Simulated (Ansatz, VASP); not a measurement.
Two plane-wave programs on K2PtO2

```
CELL_PARAMETERS angstrom
4.46914 0.00000 0.00000
-2.23457 3.87039 0.00000
0.00000 0.00000 6.11533
ATOMIC_POSITIONS crystal
K 0.33333 0.66667 0.76630
K 0.66667 0.33333 0.23370
Pt 0.00000 0.00000 0.00000
O 0.33333 0.66667 0.57440
O 0.66667 0.33333 0.42560
```

Alike in both runs: task single point; functional PBE; k mesh 6 × 6 × 4; occupations gaussian, width 0.1 eV; no spin polarisation.

|  | VASP | Ansatz |
| --- | --- | --- |
| version | VASP 6.6.1 | Ansatz 0.2.0 |
| potentials or method | VASP PAW PBE potentials, release 64 (K_sv, Pt_sv_GW, O), cutoff 700 eV | scalar-relativistic, plane waves, PAW |
| valence electrons in the cell | 48 | 48 |

|  | VASP | Ansatz | Ansatz less VASP |
| --- | --- | --- | --- |
| gap on the k mesh at the Fermi level (eV) | none | none | - |
| rms of the force components (eV/Å) | 35.900 | 27.993 | -7.9069 |

Atom by atom the forces differ by 7.907 eV/Å (rms over components). A gap of «none» marks a metal or a gap that the smearing closes.

Neither program's run includes spin-orbit coupling.
